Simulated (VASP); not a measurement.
# AlGa2As3 (P6/mmm) in VASP: notebook, part 2 of 2

VASP 6.6.1. The steps go on from the part before.

### Step 3. Relaxation of cell and atoms, PBE

This run uses another cell than the first one, of 22.98 Å³/atom.

The input, INCAR:

```
PREC     = Accurate       # precision mode
ENCUT    = 600            # plane-wave cutoff, eV
EDIFF    = 1E-6           # SCF threshold, eV
ISMEAR   = 0              # smearing method
SIGMA    = 0.1            # smearing width, eV
LREAL    = F              # projectors in reciprocal space
LASPH    = T              # aspherical terms in the spheres
NELM     = 80             # most SCF steps
ALGO     = Normal         # electronic algorithm
ISIF     = 3              # what is computed and relaxed
LWAVE    = F              # write WAVECAR
LCHARG   = F              # write CHGCAR
GGA      = PE             # functional
IBRION   = 2              # ionic algorithm
NSW      = 100            # ionic steps
EDIFFG   = -0.01          # ionic threshold
```

The input, KPOINTS:

```
Automatic mesh
0
Gamma
  6 6 10
```

The input, POSCAR:

```
AlGa2As3
1.0
    6.5913598399      0.0000000000      0.0000000000
   -3.2956799200      5.7082850668      0.0000000000
    0.0000000000      0.0000000000      3.6638720548
Al Ga As
1 2 3
Direct
    0.0000000000      0.0000000000      0.5000000000
    0.3333333333      0.6666666667      0.5000000000
    0.6666666667      0.3333333333      0.5000000000
    0.0000000000      0.5000000000      0.0000000000
    0.5000000000      0.0000000000      0.0000000000
    0.5000000000      0.5000000000      0.0000000000
```

Potentials or basis: VASP PAW PBE potentials, release 64 (Al, Ga_d, As).

Run with:

```
> cat potpaw_PBE.64/Al/POTCAR potpaw_PBE.64/Ga_d/POTCAR potpaw_PBE.64/As/POTCAR > POTCAR
> mpirun -np 1 vasp_std > vasp.out
```

OUTCAR:

```text
PREC = Accurate
   ENCUT = 600
   EDIFF = 1E-6
   ISMEAR = 0
   LREAL = F
   LASPH = T
   NELM = 80
   ISIF = 3
   GGA = PE
   IBRION = 2
   NSW = 100
   EDIFFG = -0.01

 ion  position               nearest neighbor table
   1  0.000  0.000  0.500-
   2  0.333  0.667  0.500-   5 2.64   5 2.64   4 2.64   4 2.64   6 2.64   6 2.64
   3  0.667  0.333  0.500-   5 2.64   5 2.64   4 2.64   4 2.64   6 2.64   6 2.64
   4  0.000  0.500  0.000-   2 2.64   3 2.64   2 2.64   3 2.64
   5  0.500  0.000  0.000-   2 2.64   3 2.64   2 2.64   3 2.64
   6  0.500  0.500  0.000-   2 2.64   3 2.64   2 2.64   3 2.64

  LATTYP: Found a hexagonal cell.
 ALAT       =     6.5913598399
 C/A-ratio  =     0.5558598140

  Lattice vectors:

 A1 = (   6.5913598399,   0.0000000000,   0.0000000000)
 A2 = (  -3.2956799200,   5.7082850668,   0.0000000000)
 A3 = (   0.0000000000,   0.0000000000,   3.6638720548)

Analysis of symmetry for initial positions (statically):
=====================================================================
 Subroutine PRICEL returns:
 Original cell was already a primitive cell.

 Routine SETGRP: Setting up the symmetry group for a
 hexagonal supercell.

 Subroutine GETGRP returns: Found 24 space group operations
 (whereof 24 operations were pure point group operations)
 out of a pool of 24 trial point group operations.

The static configuration has the point symmetry D_6h.

Analysis of symmetry for dynamics (positions and initial velocities):
=====================================================================
 Subroutine PRICEL returns:
 Original cell was already a primitive cell.

 Routine SETGRP: Setting up the symmetry group for a
 hexagonal supercell.

 Subroutine GETGRP returns: Found 24 space group operations
 (whereof 24 operations were pure point group operations)
 out of a pool of 24 trial point group operations.

The dynamic configuration has the point symmetry D_6h.

 Subroutine INISYM returns: Found 24 space group operations
 (whereof 24 operations are pure point group operations),
 and found     1 'primitive' translations

----------------------------------------------------------------------------------------

                                     Primitive cell

  volume of cell :     137.8545

  direct lattice vectors                    reciprocal lattice vectors
     6.591359840  0.000000000  0.000000000     0.151713762  0.087591982  0.000000000
    -3.295679920  5.708285067  0.000000000     0.000000000  0.175183963  0.000000000
     0.000000000  0.000000000  3.663872055     0.000000000  0.000000000  0.272935295

  length of vectors
     6.591359840  6.591359840  3.663872055     0.175183963  0.175183963  0.272935295

  position of ions in fractional coordinates (direct lattice)
     0.000000000  0.000000000  0.500000000
     0.333333333  0.666666667  0.500000000
     0.666666667  0.333333333  0.500000000
     0.000000000  0.500000000  0.000000000
     0.500000000  0.000000000  0.000000000
     0.500000000  0.500000000  0.000000000

  ion indices of the primitive-cell ions
   primitive index   ion index
                 1           1
                 2           2
[... 55 lines left out ...]
  0.166667  0.000000  0.300000     12.000000
  0.333333  0.000000  0.300000     12.000000
 [... further k-points ...]
   k-points           NKPTS =     42   k-points in BZ     NKDIM =     42   number of bands    NBANDS=     26
   number of dos      NEDOS =    301   number of ions     NIONS =      6
   total plane-waves  NPLWV =  87480
   dimension x,y,z NGX =    54 NGY =   54 NGZ =   30
   dimension x,y,z NGXF=   108 NGYF=  108 NGZF=   60
   ions per type =               1   2   3
   NGX,Y,Z   is equivalent  to a cutoff of  13.62, 13.62, 13.61 a.u.
   NGXF,Y,Z  is equivalent  to a cutoff of  27.24, 27.24, 27.22 a.u.
 SYSTEM =  unknown system
   PREC   = accura    normal or accurate (medium, high low for compatibility)
   ISTART =      0    job   : 0-new  1-cont  2-samecut
   ICHARG =      2    charge: 1-file 2-atom 10-const
   ISPIN  =      1    spin polarized calculation?
   LNONCOLLINEAR =      F non collinear calculations
   LSORBIT =      F    spin-orbit coupling
   LASPH  =      T    aspherical Exc in radial PAW
   ENCUT  =  600.0 eV  44.10 Ry    6.64 a.u.  13.16 13.16  7.32*2*pi/ulx,y,z
   NELM   =     80;   NELMIN=  2; NELMDL= -5     # of ELM steps
   EDIFF  = 0.1E-05   stopping-criterion for ELM
   LREAL  =      F    real-space projection
   EDIFFG = -.1E-01   stopping-criterion for IOM
   NSW    =    100    number of steps for IOM
   IBRION =      2    ionic relax: 0-MD 1-quasi-New 2-CG
   NFREE  =      1    steps in history (QN), initial steepest desc. (CG)
   ISIF   =      3    stress and relaxation
   ISYM   =      2    0-nonsym 1-usesym 2-fastsym
   POTIM  = 0.5000    time-step for ionic-motion
   TEBEG  =    0.0;   TEEND  =   0.0 temperature during run
   PSTRESS=    0.0 pullay stress
   NELECT =      44.0000    total number of electrons
   NUPDOWN=      -1.0000    fix difference up-down
   EMIN   =  10.00;   EMAX   =-10.00  energy-range for DOS
   EFERMI =   0.00;   METHOD = LEGACY
   ISMEAR =     0;   SIGMA  =   0.10  broadening in eV -4-tet -1-fermi 0-gaus
   EFERMI_NEDOS =   21; number of points for ismear=-14 and -15
   IALGO  =     38    algorithm
   IMIX   =      4    mixing-type and parameters
     AMIX     =   0.40;   BMIX     =  1.00
     AMIX_MAG =   1.60;   BMIX_MAG =  1.00
  volume/ion in A,a.u.               =      22.98       155.05
  Fermi-wavevector in a.u.,A,eV,Ry     =   1.118799  2.114224 17.030564  1.251711
  Thomas-Fermi vector in A             =   2.255433
   LORBIT       =      0    0 simple, 1 ext, 2 COOP (PROOUT), +10 PAW based schemes
   GGA     = PE    functional components
   LHFCALC =     F    Hartree Fock is set to
   AEXX    =    0.0000 exact exchange contribution
   IVDW    =     0    specifies the selected vdW correction
   LEPSILON=     F    determine dielectric tensor
   LRPA    =     F    only Hartree local field effects (RPA)
 conjugate gradient relaxation of ions
 non-spin polarized calculation
 Gauss-broadening in eV      SIGMA  =   0.10
  energy-cutoff  :      600.00
  volume of cell :      137.85
 maximum number of plane-waves:      4624
 NGX is ok and might be reduce to    54
   NGX = 27   NGY = 27   NGZ = 15

--------------------------------------- Ionic step        1  -------------------------------------------

 number of electron      43.9999983 magnetization

 Free energy of the ion-electron system (eV)
  ---------------------------------------------------
  ext. energy  EPLUGINS =         0.00000000
  ---------------------------------------------------
  free energy    TOTEN  =       -21.18186925 eV

  energy without entropy =      -21.16670561  energy(sigma->0) =      -21.17428743

------------------------ aborting loop because EDIFF is reached ----------------------------------------

  FORCE on cell =-STRESS in cart. coord.  units (eV):
  Direction    XX          YY          ZZ          XY          YZ          ZX
  --------------------------------------------------------------------------------------
  -------------------------------------------------------------------------------------
  Total       -0.5338731     -0.5338731      2.1730354      0.0000000      0.0000000     -0.0000000
  in kB       -6.2047980     -6.2047980     25.2555250      0.0000000      0.0000000     -0.0000000
  external PRESSURE =       4.2819763 kB  Pullay stress =       0.0000000 kB
[... 227 lines left out ...]
--------------------------------------- Ionic step        7  -------------------------------------------

 number of electron      44.0000005 magnetization

 Free energy of the ion-electron system (eV)
  ---------------------------------------------------
  ext. energy  EPLUGINS =         0.00000000
  ---------------------------------------------------
  free energy    TOTEN  =       -21.25599762 eV

  energy without entropy =      -21.24178257  energy(sigma->0) =      -21.24889010

 E-fermi :   4.4672     XC(G=0):  -9.6744

 val. band max:        4.4637629023   @ k =   0.1667   0.0000   0.5000
 cond. band min:       4.5329001531   @ k =   0.1667   0.0000   0.5000
 fundamental gap:      0.0691372508
 Fermi energy:         4.4671939959

 k-point     1 :       0.0000    0.0000    0.0000
  band No.  band energies     occupation
      1     -10.5899      2.00000
      2     -10.5640      2.00000
      3     -10.5640      2.00000
      4     -10.5573      2.00000
      5     -10.5573      2.00000
      6     -10.5500      2.00000
[... 685 lines left out ...]
     25       6.2585      0.00000
     26       6.4222      0.00000

 [... further k-points ...]

------------------------ aborting loop because EDIFF is reached ----------------------------------------

  FORCE on cell =-STRESS in cart. coord.  units (eV):
  Direction    XX          YY          ZZ          XY          YZ          ZX
  --------------------------------------------------------------------------------------
  -------------------------------------------------------------------------------------
  Total        0.0277185      0.0277185      0.0135685     -0.0000000     -0.0000000      0.0000000
  in kB        0.3227318      0.3227318      0.1579803     -0.0000000     -0.0000000      0.0000000
  external PRESSURE =       0.2678146 kB  Pullay stress =       0.0000000 kB
[... 21 lines left out ...]
  FREE ENERGIE OF THE ION-ELECTRON SYSTEM (eV)
  ---------------------------------------------------
  free  energy   TOTEN  =       -21.2559976220 eV

  energy  without entropy=      -21.2417825693  energy(sigma->0) =      -21.24889010

 reached required accuracy - stopping structural energy minimisation
```

Wall time 7.5 min (1 thread of AMD EPYC 9R45 (Zen 5), shared host); peak memory 0.38 GiB.

What came out:

- Free energy: -21.2560 eV
- Relaxed volume: 22.93 Å³/atom
- Relaxed cell: a = 6.428 Å, b = 6.428 Å, c = 3.846 Å, α = 90.00°, β = 90.00°, γ = 120.00°
- Space group after relaxing (to 0.1 Å): P6/mmm (No. 191)
- Energy gained by relaxing: 12.4 meV/atom
- Ionic steps: 7
- Pressure after relaxing: 0.0 GPa
- Band gap on the k mesh: zero (bands 22 and 23 overlap by 1.92 eV)

The path:
```
step  energy change (eV)  largest force (eV/Å)  pressure (GPa)  volume (Å³)
   1              0.0000                0.0000            0.43       137.85
   2             -0.0341                0.0000           -0.14       139.06
   3             -0.0598                0.0000           -0.91       140.83
   4             -0.0603                0.0000           -1.10       141.20
   5             -0.0721                0.0000           -0.14       137.74
   6             -0.0726                0.0000           -0.27       138.31
   7             -0.0741                0.0000            0.03       137.61
```

Final structure:
```cif
data_structure
_symmetry_space_group_name_H-M 'P 1'
_symmetry_Int_Tables_number 1
_cell_length_a 6.4276
_cell_length_b 6.4276
_cell_length_c 3.8460
_cell_angle_alpha 90.000
_cell_angle_beta 90.000
_cell_angle_gamma 120.000
_cell_volume 137.61
loop_
_atom_site_label
_atom_site_type_symbol
_atom_site_fract_x
_atom_site_fract_y
_atom_site_fract_z
_atom_site_occupancy
Al1 Al 0.00000 0.00000 0.50000 1
Ga1 Ga 0.33333 0.66667 0.50000 1
Ga2 Ga 0.66667 0.33333 0.50000 1
As1 As 0.00000 0.50000 0.00000 1
As2 As 0.50000 0.00000 0.00000 1
As3 As 0.50000 0.50000 0.00000 1
```

The gap in the log of VASP goes by the Fermi energy; the results here count the filled bands.